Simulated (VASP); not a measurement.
A run of VASP 6.6.1 is set up as follows.

File INCAR:

```
SYSTEM = SrPb2N2
PREC = Accurate
ENCUT = 520
EDIFF = 1E-7
ISMEAR = 0
SIGMA = 0.05
LREAL = .False.
LASPH = .True.
NELM = 60
ALGO = Normal
ISIF = 2
LWAVE = .False.
LCHARG = .True.
GGA = PE
LELF = .True.
LVHAR = .True.
NBANDS = 32
```

File KPOINTS:

```
regular mesh
0
Gamma
  12 12 4
  0 0 0
```

File POSCAR:

```
SrPb2N2
1.0
    3.5974741490      0.0000000000      0.0000000000
   -1.7987370745      3.1155040025      0.0000000000
    0.0000000000      0.0000000000     10.3784459694
Sr Pb N
1 2 2
Direct
    0.0000000000      0.0000000000      0.5000000000
    0.6666666667      0.3333333333      0.1677060180
    0.3333333333      0.6666666667      0.8322939820
    0.6666666667      0.3333333333      0.7047711463
    0.3333333333      0.6666666667      0.2952288537
```

Potentials or basis: VASP PAW PBE potentials, release 64 (Sr_sv, Pb_d, N).

Launch:

```bash
$ cat potpaw_PBE.64/Sr_sv/POTCAR potpaw_PBE.64/Pb_d/POTCAR potpaw_PBE.64/N/POTCAR > POTCAR
$ mpirun -np 1 vasp_std > vasp.out
```

(1) Estimate the band gap on the k mesh.

(2) Predict the largest force.

## Answers

(1) 0.53 eV (least direct gap 0.56 eV).

(2) 1.390 eV/Å.

Caveat: the cell differs from its parent crystal (strained and its atoms moved); the cell stands under tension; spin-orbit coupling is left out, which moves the levels of the heavy elements; forces of over 1 eV/Å act on the atoms, so gaps and moduli don't describe the material at rest.
